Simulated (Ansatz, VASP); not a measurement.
# RbCaH3 in VASP and in Ansatz

File INCAR:

```
SYSTEM = RbCaH3
ALGO = Normal
EDIFF = 1E-6
ENCUT = 520
GGA = CA
ISIF = 2
ISMEAR = 0
LASPH = .True.
LCHARG = .True.
LELF = .True.
LREAL = .False.
LVHAR = .True.
LWAVE = .False.
NBANDS = 19
NELM = 100
PREC = Accurate
SIGMA = 0.05
```

The input KPOINTS:

```
k-points
0
Gamma
  6 6 6
  0 0 0
```

The input POSCAR:

```
RbCaH3
1.0
    4.5470000000      0.0000000000      0.0000000000
    0.0000000000      4.5470000000      0.1193587500
    0.0000000000      0.1193587500      4.5470000000
Rb Ca H
1 1 3
Direct
    0.0000000000      0.0000000000      0.0000000000
    0.5000000000      0.5000000000      0.5000000000
    0.0000000000      0.5000000000      0.5000000000
    0.5000000000      0.0000000000      0.5000000000
    0.5000000000      0.5000000000      0.0000000000
```

Input for Ansatz:

```yaml
crystal:
  lattice:
    - [4.547, 0.0, 0.0]
    - [0.0, 4.547, 0.11935875]
    - [0.0, 0.11935875, 4.547]
  atoms:
    - { symbol: Rb, position: [0.0, 0.0, 0.0] }
    - { symbol: Ca, position: [0.5, 0.5, 0.5] }
    - { symbol: H, position: [0.0, 0.5, 0.5] }
    - { symbol: H, position: [0.5, 0.0, 0.5] }
    - { symbol: H, position: [0.5, 0.5, 0.0] }
basis:
  ecutwfc: 420
kpoints:
  mp_grid: { grid: [6, 6, 6] }
hamiltonian:
  xc: lda
scf:
  occupations: { method: gaussian, width: 0.05 }
output:
  forces: true
  stress: true
  eigenvalues: true
```

Change from the starting cell: strain +0.0525 x Voigt [0, 0, 0, 1, 0, 0], atoms carried along.

Alike in both runs: task single point; functional LDA; k mesh 6 × 6 × 6; occupations gaussian, width 0.05 eV; no spin polarisation.

|  | VASP | Ansatz |
| --- | --- | --- |
| version | VASP 6.6.1 | Ansatz 0.2.0 |
| potentials or method | VASP PAW LDA potentials, release 64 (Rb_sv, Ca_sv, H), cutoff 520 eV | scalar-relativistic, plane waves, PAW |
| valence electrons in the cell | 22 | 22 |

|  | VASP | Ansatz | Ansatz less VASP |
| --- | --- | --- | --- |
| gap on the k mesh at the Fermi level (eV) | 2.79 | 2.79 | +0.009 |
| least direct gap on the mesh (eV) | 2.79 | 2.79 | +0.009 |
| pressure (GPa) | -2.4 | -2.4 | -0.02 |
| traceless stress, the component that is largest in VASP (GPa) | -0.90 | -0.90 | -0.001 |

LDA's correlation is that of Perdew and Zunger in VASP and of Perdew and Wang (1992) in Ansatz.
